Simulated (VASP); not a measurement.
Input of a VASP 6.6.1 run:

Contents of INCAR:

```
ALGO     = Fast           # electronic algorithm
EDIFF    = 1E-7           # SCF threshold, eV
EDIFFG   = -0.01          # ionic threshold
ENCUT    = 600            # plane-wave cutoff, eV
GGA      = PS             # functional
IBRION   = 2              # ionic algorithm
ISIF     = 3              # what is computed and relaxed
ISMEAR   = 0              # smearing method
LASPH    = T              # aspherical terms in the spheres
LCHARG   = F              # write CHGCAR
LREAL    = F              # projectors in reciprocal space
LWAVE    = F              # write WAVECAR
NELM     = 100            # most SCF steps
NSW      = 100            # ionic steps
PREC     = Accurate       # precision mode
SIGMA    = 0.1            # smearing width, eV
```

The input KPOINTS:

```
k-points
0
Gamma
  6 6 6
```

File POSCAR:

```
Te
1.0
    6.0482137236      0.0000000000      0.0000000000
    0.0000000000      6.0482137236      0.0000000000
    0.0000000000      0.0000000000      6.0482137236
Te
8
Direct
    0.5000000000      0.5000000000      0.5000000000
    0.0000000000      0.0000000000      0.0000000000
    0.2500000000      0.0000000000      0.5000000000
    0.5000000000      0.2500000000      0.0000000000
    0.5000000000      0.7500000000      0.0000000000
    0.7500000000      0.0000000000      0.5000000000
    0.0000000000      0.5000000000      0.7500000000
    0.0000000000      0.5000000000      0.2500000000
```

Potentials or basis: VASP PAW PBE potentials, release 64 (Te).

The run is started by

```bash
$ cat potpaw_PBE.64/Te/POTCAR > POTCAR
$ mpirun -np 1 vasp_std > vasp.out
```

**Question.** What does it give for the relaxed cell?

**Answer.** a = 6.026 Å, b = 6.026 Å, c = 6.026 Å, α = 90.00°, β = 90.00°, γ = 90.00°.

**Question.** Predict the relaxed volume.

**Answer.** 27.35 Å³/atom.

**Question.** What does it give for the space group after relaxing (to 0.1 Å)?

**Answer.** Pm-3n (No. 223).

Final structure:
```
Te
1.0
     6.02580    0.00000    0.00000
     0.00000    6.02580    0.00000
     0.00000    0.00000    6.02580
Te
8
Direct
  0.50000 0.50000 0.50000
  0.00000 0.00000 0.00000
  0.25000 0.00000 0.50000
  0.50000 0.25000 0.00000
  0.50000 0.75000 0.00000
  0.75000 0.00000 0.50000
  0.00000 0.50000 0.75000
  0.00000 0.50000 0.25000
```

Caveat: the highest band is partly filled, so the run has too few bands; the PAW data sets were made with another functional, which shifts forces and pressure a little.
